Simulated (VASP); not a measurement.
A run of VASP 6.6.1 is set up as follows.

The input INCAR:

```
PREC = Accurate
ENCUT = 520
EDIFF = 1E-7
ISMEAR = 0
SIGMA = 0.1
LREAL = False
LASPH = True
NELM = 80
ALGO = Normal
ISIF = 2
LWAVE = False
LCHARG = False
GGA = PE
NBANDS = 12
```

Contents of KPOINTS:

```
regular mesh
0
Gamma
  18 18 18
```

Contents of POSCAR:

```
Zn
1.0
    0.0000000000      1.9641492473      1.9641492473
    1.9641492473      0.0000000000      1.9641492473
    1.9641492473      1.9641492473      0.0000000000
Zn
1
Direct
    0.0000000000      0.0000000000      0.0000000000
```

Potentials or basis: VASP PAW PBE potentials, release 64 (Zn).

Command:

```sh
$ cat potpaw_PBE.64/Zn/POTCAR > POTCAR
$ mpirun -np 1 vasp_std > vasp.out
```

(1) What does it give for the pressure?

(2) Predict the band gap on the k mesh.

## Answers

(1) 0.3 GPa.

(2) zero (band 6 reaches 4.73 eV, above the bottom of band 7 at 1.71 eV).
